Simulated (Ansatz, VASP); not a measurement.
Two plane-wave programs on BaTiO3

```
Ba Ti O
1.0
     4.08457    0.00000    0.00000
     0.00000    4.08457    0.00000
     0.00000    0.00000    4.08457
Ba Ti O
1 1 3
Direct
  0.50000 0.50000 0.50000
  0.00000 0.00000 0.00000
  0.50000 0.00000 0.00000
  0.00000 0.50000 0.00000
  0.00000 0.00000 0.50000
```

Change from the starting cell: volume scaled by 1.06, ions relaxed.

Alike in both runs: functional PBE; k mesh 8 × 8 × 8; occupations fermi-dirac, width 0.02 eV; no spin polarisation.

Ansatz relaxed the structure, and its values are those at the end. VASP's run is a single point on that final structure, the one shown.

|  | VASP | Ansatz |
| --- | --- | --- |
| version | VASP 6.6.1 | Ansatz 0.2.0 |
| potentials or method | VASP PAW PBE potentials, release 64 (Ba_sv, Ti_sv, O) | plane-wave PAW, scalar-relativistic |
| plane-wave cutoff (eV) | 520 | 420 |
| valence electrons in the cell | 40 | 40 |

|  | VASP | Ansatz | Ansatz less VASP |
| --- | --- | --- | --- |
| gap on the k mesh at the Fermi level (eV) | 1.62 | 1.68 | +0.056 |
| pressure (GPa) | -5.6 | -7.1 | -1.43 |

The functional is the same, so the differences come from potentials, cutoffs and numerics. Ansatz's warnings: stress scf threshold loose.

Spin-orbit coupling is off throughout.
